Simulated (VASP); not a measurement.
Write the native input for VASP 6.6.1 that does the following.

| Quantity | Value |
| --- | --- |
| Task | single point |
| Functional | PBE |
| Dispersion | D3(BJ) |
| Potentials or basis | VASP PAW PBE potentials, release 64 (B, N) |
| Cutoff | 520 eV |
| k mesh | 12 × 12 × 4 |
| Occupations | methfessel-paxton, width 0.05 eV |
| Spin | no spin polarisation |
| Dipole correction | no |
| Further INCAR settings | ALGO = Normal; EDIFF = 1e-06; NBANDS = 16 |

The structure of BN lies in POSCAR:

```
BN
1.0
    2.5061127838      0.0000000000      0.0000000000
   -1.2530563919      2.1703573356      0.0000000000
    0.0000000000      0.0000000000      6.5923998870
B N
2 2
Direct
    0.0147441159      0.0294882317      0.5000000000
    0.3385370566      0.6770741131      0.0000000000
   -0.0040157147     -0.0080314294      0.0000000000
    0.6552874974      0.3105749947      0.5000000000
```

This cell differs from its parent crystal: atoms displaced along a vibrational mode.

One way to write it, as run:

INCAR

```
SYSTEM = BN
ALGO = Normal
EDIFF = 1E-6
ENCUT = 520
GGA = PE
ISIF = 2
ISMEAR = 1
IVDW = 12
LASPH = .TRUE.
LCHARG = .TRUE.
LELF = .TRUE.
LREAL = .FALSE.
LVHAR = .TRUE.
LWAVE = .FALSE.
NBANDS = 16
NELM = 80
PREC = Accurate
SIGMA = 0.05
```

KPOINTS

```
k-points
0
G
  12 12 4
  0 0 0
```

Potentials or basis: VASP PAW PBE potentials, release 64 (B, N).

The run is started by

```bash
$ cat potpaw_PBE.64/B/POTCAR potpaw_PBE.64/N/POTCAR > POTCAR
$ mpirun -np 1 vasp_std > vasp.out
```

It gave:

The pressure is 2.5 GPa. The largest force is 3.853 eV/Å and the band gap on the k mesh is 4.14 eV (least direct gap 4.48 eV). The dispersion energy per atom is -0.142 eV.

Caveat: the cell differs from its parent crystal (atoms displaced along a vibrational mode); the stress differs along the axes, from -4 to 12 GPa; forces of over 1 eV/Å act on the atoms, so gaps and moduli don't describe the material at rest.

Run time: 2.2 min on 1 thread of Intel Xeon 8259CL, on a shared host, peak memory 0.2 GiB.
